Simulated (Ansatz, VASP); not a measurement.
**Sr: VASP beside Ansatz**

INCAR

```
ALGO = Normal
EDIFF = 1E-6
ENCUT = 520
GGA = PE
ISIF = 2
ISMEAR = -1
LASPH = T
LCHARG = T
LELF = T
LREAL = F
LVHAR = T
LWAVE = F
NBANDS = 17
NELM = 60
PREC = Accurate
SIGMA = 0.08
```

Contents of KPOINTS:

```
k-points
0
Gamma
  11 11 11
```

The input POSCAR:

```
Sr
1.0
    0.0000000000      4.7768458055      4.7768458055
    4.7768458055      0.0000000000      4.7768458055
    4.7768458055      4.7768458055      0.0000000000
Sr
2
Direct
    0.0000000000      0.0000000000      0.0000000000
    0.2500000000      0.2500000000      0.2500000000
```

Input for Ansatz:

```yaml
crystal:
  lattice:
    - [0.0, 4.7768458055, 4.7768458055]
    - [4.7768458055, 0.0, 4.7768458055]
    - [4.7768458055, 4.7768458055, 0.0]
  atoms:
    - { symbol: Sr, position: [0.0, 0.0, 0.0] }
    - { symbol: Sr, position: [0.25, 0.25, 0.25] }
kpoints:
  mp_grid: { grid: [11, 11, 11] }
scf:
  occupations: { method: fermi_dirac, width: 0.08 }
hamiltonian:
  xc: pbe
  pseudopotentials: { kind: all_electron, lapw: { basis_error: 0.00025 } }
output:
  forces: true
  stress: true
  eigenvalues: true
```

Change from the starting cell: volume scaled by 0.98.

Alike in both runs: task single point; functional PBE; k mesh 11 × 11 × 11; occupations fermi-dirac, width 0.08 eV; no spin polarisation.

```csv
,VASP,Ansatz
version,VASP 6.6.1,Ansatz 0.2.0
potentials or method,"VASP PAW PBE potentials, release 64 (Sr_sv), cutoff 520 eV","all-electron LAPW, scalar-relativistic"
```

```csv
,VASP,Ansatz,Ansatz less VASP
pressure (GPa),0.1,0.1,0.00
```

Ansatz ran all-electron here, and VASP with PAW potentials.
